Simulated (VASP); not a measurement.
Here is a VASP 6.6.1 calculation.

Contents of INCAR:

```
PREC = Accurate
ENCUT = 1000
EDIFF = 1E-6
ISMEAR = -1
SIGMA = 0.02
LREAL = Auto
LASPH = True
NELM = 120
ALGO = Normal
ISIF = 2
LWAVE = False
LCHARG = False
GGA = PE
IVDW = 12
NBANDS = 70
GGA_COMPAT = False
```

Contents of KPOINTS:

```
Automatic mesh
0
Gamma
  1 1 1
```

Contents of POSCAR:

```
H2CO
1.0
    7.8729940000      0.0000000000      0.0000000000
    0.0000000000      7.8729940000      0.0000000000
    0.0000000000      0.0000000000      7.8729940000
O C H
8 8 16
Direct
    0.2492444425      0.3581102691      0.3153819246
    0.8008262168      0.9355780025      0.2547315545
    0.3450148698      0.5762864801      0.8225079303
    0.0532580109      0.3058556884      0.6382070150
    0.5712820307      0.1847454729      0.8148488364
    0.9311705306      0.8590759754      0.7905886884
    0.9153315753      0.4318814418      0.1442272152
    0.3146071240      0.8766677582      0.3271182475
    0.3330372156      0.2547823611      0.3972059422
    0.7791699066      0.7808592259      0.2399214327
    0.2872731771      0.6750163915      0.7143915009
   -0.0044455769      0.2175284269      0.5227363313
    0.6713964217      0.2107965534      0.9328852531
    0.7865368626      0.8430464954      0.7326056644
    1.0304212095      0.3495366566      0.0778992084
    0.3707484091      0.8419795570      0.1856345883
    0.4335072528      0.1774166219      0.3420045792
    0.3275628052      0.2461706436      0.5323514790
    0.6605238109      0.7263564535      0.2511242864
    0.8951740596      0.7016771510      0.2124477676
    0.2104917138      0.7786364374      0.7451802961
    0.3023500335      0.6342695041      0.5714598538
   -0.0845675737      0.2545791347      0.4221138743
    0.0575257647      0.0963547032      0.5184304726
    0.7292524293      0.1100724832      1.0266107151
    0.7116352432      0.3453070077      0.9509596984
    0.6900043363      0.7630515151      0.7947294257
    0.7442022692      0.9054496930      0.6123972659
    1.1352098071      0.4240318232      0.0151022597
    1.0523569559      0.2107330451      0.0838054748
    0.4123082019      0.9484701754      0.1090690530
    0.3844788907      0.7101999570      0.1441637070
```

Potentials or basis: VASP PAW PBE potentials, release 64 (O_h, C_h, H_h).

The run is started by

```bash
$ cat potpaw_PBE.64/O_h/POTCAR potpaw_PBE.64/C_h/POTCAR potpaw_PBE.64/H_h/POTCAR > POTCAR
$ mpirun -np 1 vasp_gam > vasp.out
```

Problem. What does it give for the largest force?

Solution. 4.809 eV/Å.

Problem. Predict the pressure.

Solution. -0.3 GPa.

Problem. Estimate the band gap on the k mesh.

Solution. 2.49 eV.

Stress tensor (GPa, compression positive):
```
 0.07  0.30 -1.13
 0.30 -0.04  0.28
-1.13  0.28 -0.94
```

Caveat: the k points lie up to 0.80 Å⁻¹ apart; the atoms stand as in a frame of molecular dynamics.
